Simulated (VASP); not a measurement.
# MgB (Pm-3m) in VASP: settings compared

The runs below take MgB through single point, with r2SCAN, PBE.

All numbers are computed with VASP 6.6.1; they aren't measurements. Logs are shortened: lines on timing, memory, paths and dates and some standing lists are left out, and cuts for length are marked.

## Step 1: The cell of the first run

Symmetry: Pm-3m, No. 221, cubic system. The conventional cell has a = 2.895 Å, b = 2.895 Å, c = 2.895 Å, α = 90.00°, β = 90.00°, γ = 90.00°. Mg (site symmetry m-3m) has 8 B at 2.51 Å and 6 Mg at 2.90 Å within 3.3 Å. B (site symmetry m-3m) has 8 Mg at 2.51 Å and 6 B at 2.90 Å within 3.3 Å.

## Step 2: Single point, r2SCAN

POSCAR reads:

```
MgB
1.0
    2.8951500000      0.0000000000      0.0000000000
    0.0000000000      2.8951500000      0.0000000000
    0.0000000000      0.0000000000      2.8951500000
Mg B
1 1
Direct
    0.0000000000      0.0000000000      0.0000000000
    0.5000000000      0.5000000000      0.5000000000
```

INCAR.step1 reads:

```
SYSTEM = MgB
PREC     = Accurate       ! precision mode
ENCUT    = 520            ! plane-wave cutoff, eV
ISMEAR   = -1             ! smearing method
SIGMA    = 0.05           ! smearing width, eV
LREAL    = .FALSE.        ! projectors in reciprocal space
LASPH    = .TRUE.         ! aspherical terms in the spheres
NELM     = 60             ! most SCF steps
NBANDS   = 10             ! bands
GGA      = PE             ! functional
ALGO     = Normal         ! electronic algorithm
EDIFF    = 1E-4           ! SCF threshold, eV
LWAVE    = .TRUE.         ! write WAVECAR
LCHARG   = .FALSE.        ! write CHGCAR
```

INCAR.step2 reads:

```
SYSTEM = MgB
PREC     = Accurate       ! precision mode
ENCUT    = 520            ! plane-wave cutoff, eV
EDIFF    = 1E-6           ! SCF threshold, eV
ISMEAR   = -1             ! smearing method
SIGMA    = 0.05           ! smearing width, eV
LREAL    = .FALSE.        ! projectors in reciprocal space
LASPH    = .TRUE.         ! aspherical terms in the spheres
NELM     = 60             ! most SCF steps
ALGO     = Normal         ! electronic algorithm
ISIF     = 2              ! what is computed and relaxed
LWAVE    = .FALSE.        ! write WAVECAR
LCHARG   = .FALSE.        ! write CHGCAR
METAGGA  = R2SCAN         ! meta-GGA
LMIXTAU  = .TRUE.       
NBANDS   = 10             ! bands
ISTART   = 1
```

KPOINTS reads:

```
regular mesh
0
G
  9 9 9
  0 0 0
```

Potentials or basis: VASP PAW PBE potentials, release 64 (Mg, B).

On the command line:

```console
$ cat potpaw_PBE.64/Mg/POTCAR potpaw_PBE.64/B/POTCAR > POTCAR
$ cp INCAR.step1 INCAR
$ mpirun -np 1 vasp_std > vasp.out
$ cp INCAR.step2 INCAR
$ mpirun -np 1 vasp_std > vasp.out
```

OUTCAR:

```text
SYSTEM = MgB
   PREC = Accurate
   ENCUT = 520
   EDIFF = 1E-6
   ISMEAR = -1
   LREAL = .FALSE.
   LASPH = .TRUE.
   NELM = 60
   ISIF = 2
   METAGGA = R2SCAN
   ISTART = 1

 ion  position               nearest neighbor table
   1  0.000  0.000  0.000-   2 2.51   2 2.51   2 2.51   2 2.51   2 2.51   2 2.51   2 2.51   2 2.51

   2  0.500  0.500  0.500-   1 2.51   1 2.51   1 2.51   1 2.51   1 2.51   1 2.51   1 2.51   1 2.51

  LATTYP: Found a simple cubic cell.
 ALAT       =     2.8951500000

  Lattice vectors:

 A1 = (   2.8951500000,   0.0000000000,   0.0000000000)
 A2 = (   0.0000000000,   2.8951500000,   0.0000000000)
 A3 = (   0.0000000000,   0.0000000000,   2.8951500000)

Analysis of symmetry for initial positions (statically):
=====================================================================
 Subroutine PRICEL returns:
 Original cell was already a primitive cell.

 Routine SETGRP: Setting up the symmetry group for a
 simple cubic supercell.

 Subroutine GETGRP returns: Found 48 space group operations
 (whereof 48 operations were pure point group operations)
 out of a pool of 48 trial point group operations.

The static configuration has the point symmetry O_h .

Analysis of symmetry for dynamics (positions and initial velocities):
=====================================================================
 Subroutine PRICEL returns:
 Original cell was already a primitive cell.

 Routine SETGRP: Setting up the symmetry group for a
 simple cubic supercell.

 Subroutine GETGRP returns: Found 48 space group operations
 (whereof 48 operations were pure point group operations)
 out of a pool of 48 trial point group operations.

The dynamic configuration has the point symmetry O_h .

 Subroutine INISYM returns: Found 48 space group operations
 (whereof 48 operations are pure point group operations),
 and found     1 'primitive' translations

----------------------------------------------------------------------------------------

                                     Primitive cell

  volume of cell :      24.2668

  direct lattice vectors                    reciprocal lattice vectors
     2.895150000  0.000000000  0.000000000     0.345405247  0.000000000  0.000000000
     0.000000000  2.895150000  0.000000000     0.000000000  0.345405247  0.000000000
     0.000000000  0.000000000  2.895150000     0.000000000  0.000000000  0.345405247

  length of vectors
     2.895150000  2.895150000  2.895150000     0.345405247  0.345405247  0.345405247

  position of ions in fractional coordinates (direct lattice)
     0.000000000  0.000000000  0.000000000
     0.500000000  0.500000000  0.500000000

  ion indices of the primitive-cell ions
   primitive index   ion index
                 1           1
                 2           2

----------------------------------------------------------------------------------------

 KPOINTS: regular mesh

Automatic generation of k-mesh.
 Grid dimensions read from file:
 generate k-points for:    9    9    9

 Generating k-lattice:

  Cartesian coordinates                     Fractional coordinates (reciprocal lattice)
     0.038378361  0.000000000  0.000000000     0.111111111  0.000000000  0.000000000
     0.000000000  0.038378361  0.000000000     0.000000000  0.111111111  0.000000000
     0.000000000  0.000000000  0.038378361     0.000000000  0.000000000  0.111111111

  Length of vectors
     0.038378361  0.038378361  0.038378361

  Shift w.r.t. Gamma in fractional coordinates (k-lattice)
     0.000000000  0.000000000  0.000000000

 Subroutine IBZKPT returns following result:
 ===========================================

 Found     35 irreducible k-points:

 Following reciprocal coordinates:
            Coordinates               Weight
  0.000000  0.000000  0.000000      1.000000
  0.111111  0.000000  0.000000      6.000000
  0.222222  0.000000  0.000000      6.000000
  0.333333  0.000000  0.000000      6.000000
  0.444444  0.000000  0.000000      6.000000
  0.111111  0.111111  0.000000     12.000000
[... 16 lines left out ...]
  0.333333  0.333333  0.111111     24.000000
  0.444444  0.333333  0.111111     48.000000
 [... further k-points ...]
   k-points           NKPTS =     35   k-points in BZ     NKDIM =     35   number of bands    NBANDS=     10
   number of dos      NEDOS =    301   number of ions     NIONS =      2
   total plane-waves  NPLWV =  13824
   dimension x,y,z NGX =    24 NGY =   24 NGZ =   24
   dimension x,y,z NGXF=    48 NGYF=   48 NGZF=   48
   ions per type =               1   1
   NGX,Y,Z   is equivalent  to a cutoff of  13.78, 13.78, 13.78 a.u.
   NGXF,Y,Z  is equivalent  to a cutoff of  27.56, 27.56, 27.56 a.u.
 SYSTEM =  MgB
   PREC   = accura    normal or accurate (medium, high low for compatibility)
   ISTART =      1    job   : 0-new  1-cont  2-samecut
   ICHARG =      0    charge: 1-file 2-atom 10-const
   ISPIN  =      1    spin polarized calculation?
   LNONCOLLINEAR =      F non collinear calculations
   LSORBIT =      F    spin-orbit coupling
   LASPH  =      T    aspherical Exc in radial PAW
   ENCUT  =  520.0 eV  38.22 Ry    6.18 a.u.   5.38  5.38  5.38*2*pi/ulx,y,z
   NELM   =     60;   NELMIN=  2; NELMDL=  0     # of ELM steps
   EDIFF  = 0.1E-05   stopping-criterion for ELM
   LREAL  =      F    real-space projection
   EDIFFG = 0.1E-04   stopping-criterion for IOM
   NSW    =      0    number of steps for IOM
   IBRION =     -1    ionic relax: 0-MD 1-quasi-New 2-CG
   NFREE  =      0    steps in history (QN), initial steepest desc. (CG)
   ISIF   =      2    stress and relaxation
   ISYM   =      2    0-nonsym 1-usesym 2-fastsym
   POTIM  = 0.5000    time-step for ionic-motion
   TEBEG  =    0.0;   TEEND  =   0.0 temperature during run
   PSTRESS=    0.0 pullay stress
   NELECT =       5.0000    total number of electrons
   NUPDOWN=      -1.0000    fix difference up-down
   EMIN   =  10.00;   EMAX   =-10.00  energy-range for DOS
   EFERMI =   0.00;   METHOD = LEGACY
   ISMEAR =    -1;   SIGMA  =   0.05  broadening in eV -4-tet -1-fermi 0-gaus
   EFERMI_NEDOS =   21; number of points for ismear=-14 and -15
   IALGO  =     38    algorithm
   IMIX   =      4    mixing-type and parameters
     AMIX     =   0.40;   BMIX     =  1.00
     AMIX_MAG =   1.60;   BMIX_MAG =  1.00
  volume/ion in A,a.u.               =      12.13        81.88
  Fermi-wavevector in a.u.,A,eV,Ry     =   0.966927  1.827227 12.720742  0.934948
  Thomas-Fermi vector in A             =   2.096770
   LORBIT       =      0    0 simple, 1 ext, 2 COOP (PROOUT), +10 PAW based schemes
   METAGGA = R2SCAN    functional components
   LHFCALC =     F    Hartree Fock is set to
   AEXX    =    0.0000 exact exchange contribution
   IVDW    =     0    specifies the selected vdW correction
   LEPSILON=     F    determine dielectric tensor
   LRPA    =     F    only Hartree local field effects (RPA)
 non-spin polarized calculation
  energy-cutoff  :      520.00
  volume of cell :       24.27
 maximum number of plane-waves:       667
 NGX is ok and might be reduce to    24
   NGX = 11   NGY = 11   NGZ = 11

 number of electron       5.0000000 magnetization

 Free energy of the ion-electron system (eV)
  ---------------------------------------------------
  ext. energy  EPLUGINS =         0.00000000
  ---------------------------------------------------
  free energy    TOTEN  =        -9.93714935 eV

  energy without entropy =       -9.93033170  energy(sigma->0) =       -9.93374052

 E-fermi :   4.7914     XC(G=0): -10.9960

 val. band max:        4.7188842481   @ k =   0.3333   0.2222   0.0000
 cond. band min:       4.7959956827   @ k =   0.3333   0.3333   0.3333
 fundamental gap:      0.0771114346
 Fermi energy:         4.7913899161

 k-point     1 :       0.0000    0.0000    0.0000
  band No.  band energies     occupation
      1      -6.8575      2.00000
      2       7.3762      0.00000
      3       7.3762      0.00000
      4       7.3762      0.00000
      5      12.0223      0.00000
      6      12.0223      0.00000
      7      14.4793      0.00000
      8      24.2620      0.00000
      9      24.2620      0.00000
     10      24.2620      0.00000

 k-point     2 :       0.1111    0.0000    0.0000
  band No.  band energies     occupation
      1      -6.6520      2.00000
      2       5.8219      0.00000
      3       7.4954      0.00000
      4       7.4954      0.00000
      5      12.2548      0.00000
      6      13.2709      0.00000
      7      15.0558      0.00000
      8      23.1517      0.00000
      9      23.1517      0.00000
     10      23.9365      0.00000

 k-point     3 :       0.2222    0.0000    0.0000
  band No.  band energies     occupation
      1      -6.0437      2.00000
      2       3.2771      2.00000
      3       7.8229      0.00000
      4       7.8229      0.00000
      5      12.9513      0.00000
      6      14.3309      0.00000
      7      16.9531      0.00000
      8      21.0542      0.00000
      9      21.0542      0.00000
     10      23.5164      0.00000

 k-point     4 :       0.3333    0.0000    0.0000
  band No.  band energies     occupation
      1      -5.0694      2.00000
      2       0.8754      2.00000
      3       8.2518      0.00000
      4       8.2518      0.00000
      5      14.1053      0.00000
      6      15.1125      0.00000
      7      17.9102      0.00000
      8      19.2153      0.00000
      9      19.2153      0.00000
     10      20.5044      0.00000
[... 222 lines left out ...]
 k-point    22 :       0.4444    0.2222    0.1111
  band No.  band energies     occupation
      1      -2.9939      2.00000
      2      -0.0694      2.00000
      3       5.4587      0.00000
      4       8.0858      0.00000
      5      11.3408      0.00000
      6      14.7720      0.00000
      7      17.0812      0.00000
      8      20.4399      0.00000
      9      21.6149      0.00000
     10      22.4793      0.00000

 k-point    23 :       0.3333    0.3333    0.1111
  band No.  band energies     occupation
      1      -3.1744      2.00000
      2       2.1807      2.00000
      3       2.9322      2.00000
      4       8.1862      0.00000
      5      10.3986      0.00000
      6      15.7789      0.00000
      7      16.4802      0.00000
      8      19.9884      0.00000
      9      22.4654      0.00000
     10      22.5347      0.00000

 k-point    24 :       0.4444    0.3333    0.1111
  band No.  band energies     occupation
      1      -2.0989      2.00000
      2       0.7382      2.00000
      3       3.3045      2.00000
      4       8.6491      0.00000
      5       8.9304      0.00000
      6      15.3677      0.00000
      7      16.5858      0.00000
      8      20.5457      0.00000
      9      22.0330      0.00000
     10      22.9796      0.00000

 [... further k-points ...]
[... 5 lines left out ...]
  --------------------------------------------------------------------------------------
  -------------------------------------------------------------------------------------
  Total       -0.1911734     -0.1911734     -0.1911734      0.0000000     -0.0000000      0.0000000
  in kB      -12.6219037    -12.6219037    -12.6219037      0.0000000     -0.0000000      0.0000000
  external PRESSURE =     -12.6219037 kB  Pullay stress =       0.0000000 kB

 VOLUME and BASIS-vectors are now :
 -----------------------------------------------------------------------------
  energy-cutoff  :      520.00
  volume of cell :       24.27
      direct lattice vectors                 reciprocal lattice vectors
     2.895150000  0.000000000  0.000000000     0.345405247  0.000000000  0.000000000
     0.000000000  2.895150000  0.000000000     0.000000000  0.345405247  0.000000000
     0.000000000  0.000000000  2.895150000     0.000000000  0.000000000  0.345405247

 POSITION                                       TOTAL-FORCE (eV/Angst)
 -----------------------------------------------------------------------------------
      0.00000      0.00000      0.00000         0.000000      0.000000      0.000000
      1.44758      1.44758      1.44758         0.000000      0.000000      0.000000
 -----------------------------------------------------------------------------------
    total drift:                                0.000000     -0.000000     -0.000000

  FREE ENERGIE OF THE ION-ELECTRON SYSTEM (eV)
  ---------------------------------------------------
  free  energy   TOTEN  =        -9.9371493475 eV

  energy  without entropy=       -9.9303317012  energy(sigma->0) =       -9.93374052
```

It took 17 s on 1 thread of Intel Xeon 6975P-C, shared host; peak memory 0.14 GiB.

Results:

- Free energy: -9.9371 eV
- Pressure: -1.3 GPa

Caveat: the PAW data sets were made with another functional, which shifts forces and pressure a little.

## Step 3: Single point, PBE

INCAR reads:

```
PREC = Accurate ; ENCUT = 520
EDIFF = 1E-7 ; ISMEAR = -1
SIGMA = 0.05 ; LREAL = F
LASPH = T ; NELM = 60
ALGO = Normal ; ISIF = 2
LWAVE = F ; LCHARG = F
GGA = PE ; NBANDS = 10
```

KPOINTS reads:

```
Automatic mesh
0
Gamma
  13 13 13
```

POSCAR is that of step 2.

Potentials or basis: VASP PAW PBE potentials, release 64 (Mg, B).

On the command line:

```console
$ cat potpaw_PBE.64/Mg/POTCAR potpaw_PBE.64/B/POTCAR > POTCAR
$ mpirun -np 1 vasp_std > vasp.out
```

Run time: 9.1 s. Hardware: 1 thread of Intel Xeon 6975P-C, shared host; peak memory 0.15 GiB.

It converged, with:

```yaml
Free_energy: -6.6186 eV
Pressure: -0.1 GPa
```

Levels at points of the mesh, in eV from the Fermi level:
```tsv
k point	band 1	band 2	band 3	band 4	band 5	band 6
(0.00, 0.00, 0.00)	-10.83	2.44	2.44	2.44	6.95	6.95
```
